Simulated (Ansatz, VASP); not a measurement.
## One calculation of CuAu, two programs

Contents of INCAR:

```
ALGO = Normal
EDIFF = 1E-8
ENCUT = 520
GGA = PE
GGA_COMPAT = F
ISIF = 2
ISMEAR = -1
LASPH = T
LCHARG = F
LEFG = T
LREAL = F
LWAVE = F
NBANDS = 18
NELM = 120
PREC = Accurate
SIGMA = 0.08
```

File KPOINTS:

```
k-points
0
Gamma
  12 12 9
```

File POSCAR:

```
CuAu
1.0
    2.7433273375      0.0000000000      0.0000000000
    0.0000000000      2.7433273375      0.0000000000
    0.0000000000      0.0000000000      3.5957183317
Cu Au
1 1
Direct
    0.5000000000      0.5000000000      0.5000000000
    0.0000000000      0.0000000000      0.0000000000
```

Input for Ansatz:

```yaml
crystal:
  lattice:
    - [2.7433273375, 0.0, 0.0]
    - [0.0, 2.7433273375, 0.0]
    - [0.0, 0.0, 3.5957183317]
  atoms:
    - { symbol: Cu, position: [0.5, 0.5, 0.5] }
    - { symbol: Au, position: [0.0, 0.0, 0.0] }
kpoints:
  mp_grid: { grid: [12, 12, 9] }
scf:
  occupations: { method: fermi_dirac, width: 0.08 }
hamiltonian:
  xc: pbe
  pseudopotentials: { kind: all_electron, datasets: crystal }
output:
  forces: true
  stress: true
  eigenvalues: true
  efg: { contact_densities: true }
```

Change from the starting cell: volume scaled by 0.9405, crystal datasets.

Alike in both runs: task electric field gradients; functional PBE; k mesh 12 × 12 × 9; occupations fermi-dirac, width 0.08 eV; no spin polarisation.

```csv
,VASP,Ansatz
version,VASP 6.6.1,Ansatz 0.2.0
potentials or method,"VASP PAW PBE potentials, release 64 (Cu, Au), cutoff 520 eV","all-electron PAW with datasets made for the crystal, scalar-relativistic"
```

|  | VASP | Ansatz | Ansatz less VASP |
| --- | --- | --- | --- |
| pressure (GPa) | 19.3 | 19.4 | +0.05 |
| traceless stress, the component that is largest in VASP (GPa) | -1.11 | -1.16 | -0.052 |
| size of Vzz on the site where it differs most (V/Å²) | 97.9 | 69.1 | -28.79 |

Ansatz ran all-electron here, and VASP with PAW potentials.

Neither program's run includes spin-orbit coupling.
